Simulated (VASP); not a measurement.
# SiNi3 (Pm-3m) in VASP: a series of runs, part 2 of 2

VASP 6.6.1. The steps go on from the part before.

**5. Single point, PBEsol**

This run uses another cell than the first one, of 9.41 Å³/atom, 0.890 times its volume.

INCAR

```
SYSTEM = SiNi3
PREC = Accurate
ENCUT = 600
EDIFF = 1E-6
ISMEAR = 0
SIGMA = 0.1
LREAL = .FALSE.
LASPH = .TRUE.
NELM = 120
ALGO = Normal
ISIF = 2
LWAVE = .FALSE.
LCHARG = .FALSE.
GGA = PS
NBANDS = 25
GGA_COMPAT = .FALSE.
```

KPOINTS

```
regular mesh
0
G
  12 12 12
  0 0 0
```

POSCAR

```
SiNi3
1.0
    3.3510330275      0.0000000000      0.0000000000
    0.0000000000      3.3510330275      0.0000000000
    0.0000000000      0.0000000000      3.3510330275
Si Ni
1 3
Direct
    0.0000000000      0.0000000000      0.0000000000
    0.0000000000      0.5000000000      0.5000000000
    0.5000000000      0.0000000000      0.5000000000
    0.5000000000      0.5000000000      0.0000000000
```

Potentials or basis: VASP PAW PBE potentials, release 64 (Si, Ni).

The run is started by

```bash
$ cat potpaw_PBE.64/Si/POTCAR potpaw_PBE.64/Ni/POTCAR > POTCAR
$ mpirun -np 1 vasp_std > vasp.out
```

OUTCAR:

```text
SYSTEM = SiNi3
   PREC = Accurate
   ENCUT = 600
   EDIFF = 1E-6
   ISMEAR = 0
   LREAL = .FALSE.
   LASPH = .TRUE.
   NELM = 120
   ISIF = 2
   GGA = PS

 ion  position               nearest neighbor table
   1  0.000  0.000  0.000-   2 2.37   3 2.37   4 2.37   2 2.37   3 2.37   2 2.37   4 2.37   2 2.37
                             3 2.37   4 2.37   3 2.37   4 2.37
   2  0.000  0.500  0.500-   1 2.37   3 2.37   4 2.37   1 2.37   4 2.37   1 2.37   3 2.37   1 2.37
                             3 2.37   4 2.37   4 2.37   3 2.37
   3  0.500  0.000  0.500-   1 2.37   2 2.37   4 2.37   1 2.37   4 2.37   2 2.37   4 2.37   4 2.37
                             1 2.37   2 2.37   1 2.37   2 2.37
   4  0.500  0.500  0.000-   1 2.37   2 2.37   3 2.37   2 2.37   3 2.37   1 2.37   3 2.37   3 2.37
[... 877 lines left out ...]
  Total        6.8291660      6.8291660      6.8291660     -0.0000000      0.0000000     -0.0000000
  in kB      290.7649989    290.7649989    290.7649989     -0.0000000      0.0000000     -0.0000000
  external PRESSURE =     290.7649989 kB  Pullay stress =       0.0000000 kB

 VOLUME and BASIS-vectors are now :
 -----------------------------------------------------------------------------
  energy-cutoff  :      600.00
  volume of cell :       37.63
      direct lattice vectors                 reciprocal lattice vectors
     3.351033028  0.000000000  0.000000000     0.298415441  0.000000000  0.000000000
     0.000000000  3.351033028  0.000000000     0.000000000  0.298415441  0.000000000
     0.000000000  0.000000000  3.351033028     0.000000000  0.000000000  0.298415441

 POSITION                                       TOTAL-FORCE (eV/Angst)
 -----------------------------------------------------------------------------------
      0.00000      0.00000      0.00000         0.000000      0.000000      0.000000
      0.00000      1.67552      1.67552         0.000000      0.000000      0.000000
      1.67552      0.00000      1.67552         0.000000      0.000000      0.000000
      1.67552      1.67552      0.00000         0.000000      0.000000      0.000000
 -----------------------------------------------------------------------------------
    total drift:                                0.000000      0.000000      0.000000

  FREE ENERGIE OF THE ION-ELECTRON SYSTEM (eV)
  ---------------------------------------------------
  free  energy   TOTEN  =       -25.9771980468 eV

  energy  without entropy=      -25.9679397483  energy(sigma->0) =      -25.97256890
```

OSZICAR:

```text
N       E                     dE             d eps       ncg     rms          rms(c)
DAV:   1     0.214608178490E+03    0.21461E+03   -0.16901E+04  4264   0.209E+03
DAV:   2    -0.177129059857E+02   -0.23232E+03   -0.21844E+03  4200   0.356E+02
DAV:   3    -0.301267649487E+02   -0.12414E+02   -0.11987E+02  4705   0.107E+02
DAV:   4    -0.303412483526E+02   -0.21448E+00   -0.21404E+00  4808   0.129E+01
DAV:   5    -0.303474250401E+02   -0.61767E-02   -0.61757E-02  5276   0.205E+00    0.242E+01
DAV:   6    -0.289463899792E+02    0.14010E+01   -0.32577E+01  4882   0.107E+02    0.150E+01
DAV:   7    -0.261247016065E+02    0.28217E+01   -0.10434E+01  4919   0.577E+01    0.540E+00
DAV:   8    -0.259913449708E+02    0.13336E+00   -0.33777E-01  5490   0.634E+00    0.135E+00
DAV:   9    -0.259792150441E+02    0.12130E-01   -0.16650E-02  6178   0.144E+00    0.489E-01
DAV:  10    -0.259772279354E+02    0.19871E-02   -0.16785E-03  5244   0.392E-01    0.136E-01
DAV:  11    -0.259772201576E+02    0.77779E-05   -0.25102E-04  5014   0.159E-01    0.460E-02
DAV:  12    -0.259772034934E+02    0.16664E-04   -0.19461E-05  4543   0.458E-02    0.185E-02
DAV:  13    -0.259771993948E+02    0.40986E-05   -0.55564E-06  5772   0.352E-02    0.779E-03
DAV:  14    -0.259771979869E+02    0.14079E-05   -0.11473E-06  2515   0.115E-02    0.210E-03
DAV:  15    -0.259771980468E+02   -0.59952E-07   -0.12376E-07  2212   0.357E-03
   1 F= -.25977198E+02 E0= -.25972569E+02  d E =-.925830E-02
```

stdout:

```text
POSCAR found type information on POSCAR SiNi
 POSCAR found :  2 types and       4 ions
 scaLAPACK will be used
 -----------------------------------------------------------------------------
|                                                                             |
|                                                                             |
|     You enforced a specific xc type in the INCAR file but a different       |
|     I HOPE YOU KNOW WHAT YOU ARE DOING!                                     |
|                                                                             |
 -----------------------------------------------------------------------------

 LDA part: xc-table for (Slater+PW92), standard interpolation
 POSCAR, INCAR and KPOINTS ok, starting setup
 FFT: planning ... GRIDC
 FFT: planning ... GRID_SOFT
 FFT: planning ... GRID
 WAVECAR not read
 entering main loop
```

Wall time 2.4 min (1 thread of Intel Xeon 8259CL, shared host); peak memory 0.22 GiB.

Results:

| Item | Value |
| --- | --- |
| Free energy | -25.9772 eV |
| Pressure | 29.1 GPa |
| Band gap on the k mesh | zero (band 17 reaches 12.73 eV, above the bottom of band 18 at 12.44 eV) |

Caveat: the PAW data sets were made with another functional, which shifts forces and pressure a little. Spin polarisation is off, so any magnetic state and its effect on volume and gap are missing.

**6. Summary**

```csv
task,level,cell,k mesh,smearing,gap on the mesh (eV),pressure (GPa)
relaxation of cell and atoms,PBE,"relaxed to 2 GPa from a = 3.484 Å, 4 atoms",12 × 12 × 12,gaussian 0.1 eV,none,2.0
relaxation of cell and atoms,PBE,"relaxed to -2 GPa from a = 3.529 Å, 4 atoms",12 × 12 × 12,gaussian 0.1 eV,none,-2.0
single point,PBE,"a = 3.506 Å, 4 atoms",16 × 16 × 16,gaussian 0.15 eV,none,0.0
single point,PBEsol,"a = 3.351 Å, 4 atoms",12 × 12 × 12,gaussian 0.1 eV,none,29.1
```

Alike in all rows: potentials or basis VASP PAW PBE potentials, release 64 (Si, Ni); no spin polarisation; cutoff (eV) 600.

Caveats: the cell is relaxed towards a set pressure, so the enthalpy falls and the energy may rise (some runs); the PAW data sets were made with another functional, which shifts forces and pressure a little (some runs).

Absolute energies hang on the potentials; compare differences alone.
